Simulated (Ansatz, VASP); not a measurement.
# GdOs3: VASP beside Ansatz

INCAR

```
SYSTEM = GdOs3
ALGO = Normal
EDIFF = 1E-6
ENCUT = 520
GGA = PE
ISIF = 2
ISMEAR = 0
ISPIN = 2
LASPH = .TRUE.
LCHARG = .TRUE.
LELF = .TRUE.
LMAXMIX = 6
LORBIT = 11
LREAL = .FALSE.
LVHAR = .TRUE.
LWAVE = .FALSE.
MAGMOM = 7.49 0 0 0
NBANDS = 33
NELM = 150
PREC = Accurate
SIGMA = 0.05
```

File KPOINTS:

```
k-points
0
G
  8 8 8
  0 0 0
```

File POSCAR:

```
GdOs3
1.0
    4.0654842343      0.0000000000      0.0000000000
    0.0000000000      4.0248293920      0.0000000000
    0.0000000000      0.0000000000      4.0654842343
Gd Os
1 3
Direct
    0.0000000000      0.0000000000      0.0000000000
    0.0000000000      0.5000000000      0.5000000000
    0.5000000000      0.5000000000      0.0000000000
    0.5000000000      0.0000000000      0.5000000000
```

Input for Ansatz:

```yaml
crystal:
  lattice:
    - [4.0654842343, 0.0, 0.0]
    - [0.0, 4.024829392, 0.0]
    - [0.0, 0.0, 4.0654842343]
  atoms:
    - { symbol: Gd, position: [0.0, 0.0, 0.0], spin: 7.49 }
    - { symbol: Os, position: [0.0, 0.5, 0.5] }
    - { symbol: Os, position: [0.5, 0.5, 0.0] }
    - { symbol: Os, position: [0.5, 0.0, 0.5] }
basis:
  ecutwfc: 420
  ecutrho_ratio: 4
kpoints:
  mp_grid: { grid: [8, 8, 8] }
hamiltonian:
  xc: pbe
scf:
  occupations: { method: gaussian, width: 0.05 }
output:
  forces: true
  stress: true
  eigenvalues: true
  populations: true
magnetization:
  spin_polarized: true
```

Change from the starting cell: strain e2 = -0.01, atoms carried along.

Alike in both runs: task single point; functional PBE; k mesh 8 × 8 × 8; occupations gaussian, width 0.05 eV; collinear spin.

|  | VASP | Ansatz |
| --- | --- | --- |
| version | VASP 6.6.1 | Ansatz 0.2.0 |
| potentials or method | VASP PAW PBE potentials, release 64 (Gd, Os), cutoff 520 eV | scalar-relativistic, plane waves, PAW |
| valence electrons in the cell | 42 | 66 |

VASP gave:

```
gap on the k mesh at the Fermi level (eV)                     : none
pressure (GPa)                                                : 2.5
traceless stress, the component that is largest in VASP (GPa) : 0.55
net moment per atom (μB)                                      : 1.48
size of the moment on the site where the two differ most (μB) : 6.67
```

Task: What did Ansatz give for the same quantities?

Result: gap on the k mesh at the Fermi level (eV): none; pressure (GPa): 2.2; traceless stress, the component that is largest in VASP (GPa): 0.55; net moment per atom (μB): 1.48; size of the moment on the site where the two differ most (μB): 6.80.

Site moments also hang on the region over which each program counts them. A gap of «none» marks a metal or a gap that the smearing closes. With one functional, cell and mesh, what is left measures potentials, basis and numerics. VASP's potentials hold 42 valence electrons a cell and Ansatz's 66, so a difference there can come from the potentials and not from the codes.

Neither program's run includes spin-orbit coupling.
